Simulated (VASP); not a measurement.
Wanted: the native input for a VASP 6.6.1 run.

```
Task                   : single point
Functional             : r2SCAN
Potentials or basis    : VASP PAW PBE potentials, release 64 (C, Mg)
Cutoff                 : 520 eV
k mesh                 : 8 × 8 × 8
Occupations            : gaussian, width 0.01 eV
Spin                   : no spin polarisation
Dipole correction      : no
Further INCAR settings : ALGO = Normal; EDIFF = 1e-06; NBANDS = 11
```

The system is Mg2C.

```xyz
3
Lattice="0.0000 2.7109 2.7248 2.7109 0.0000 2.7248 2.7109 2.7109 0.0000" Properties=species:S:1:pos:R:3 pbc="T T T"
C     0.0000    0.0000    0.0000
Mg    1.3555    1.3555    1.3624
Mg    4.0664    4.0664    4.0872
```

This cell differs from its parent crystal: uniaxial z strain +0.5%.

The input as run:

POSCAR

```
Mg2C
1.0
    0.0000000000      2.7109426088      2.7247684161
    2.7109426088      0.0000000000      2.7247684161
    2.7109426088      2.7109426088      0.0000000000
C Mg
1 2
Direct
    0.0000000000      0.0000000000      0.0000000000
    0.2500000000      0.2500000000      0.2500000000
    0.7500000000      0.7500000000      0.7500000000
```

INCAR.step1

```
SYSTEM = Mg2C
  PREC = Accurate
  ENCUT = 520
  ISMEAR = 0
  SIGMA = 0.01
  LREAL = .FALSE.
  LASPH = .TRUE.
  NELM = 60
  NBANDS = 11
  GGA = PE
  ALGO = Normal
  EDIFF = 1E-4
  LWAVE = .TRUE.
  LCHARG = .FALSE.
```

INCAR.step2

```
SYSTEM = Mg2C
  PREC = Accurate
  ENCUT = 520
  EDIFF = 1E-6
  ISMEAR = 0
  SIGMA = 0.01
  LREAL = .FALSE.
  LASPH = .TRUE.
  NELM = 60
  ALGO = Normal
  ISIF = 2
  LWAVE = .FALSE.
  LCHARG = .FALSE.
  METAGGA = R2SCAN
  LMIXTAU = .TRUE.
  NBANDS = 11
  ISTART = 1
```

KPOINTS

```
regular mesh
0
G
  8 8 8
  0 0 0
```

Potentials or basis: VASP PAW PBE potentials, release 64 (C, Mg).

Launch:

```console
$ cat potpaw_PBE.64/C/POTCAR potpaw_PBE.64/Mg/POTCAR > POTCAR
$ cp INCAR.step1 INCAR
$ mpirun -np 1 vasp_std > vasp.out
$ cp INCAR.step2 INCAR
$ mpirun -np 1 vasp_std > vasp.out
```

It gave:

* Pressure: -0.9 GPa
* Band gap on the k mesh: 1.10 eV (least direct gap 1.91 eV)

Caveat: the cell differs from its parent crystal (uniaxial z strain +0.5%); the structure was generated, so it needn't be the stable form of Mg2C; the PAW data sets were made with another functional, which shifts forces and pressure a little.

Wall time 2.2 min on 1 thread of Intel(R) Xeon(R) Platinum 8259CL CPU @ 2.50GHz (Skylake/Cascade Lake), on a shared host, peak memory 0.18 GiB.
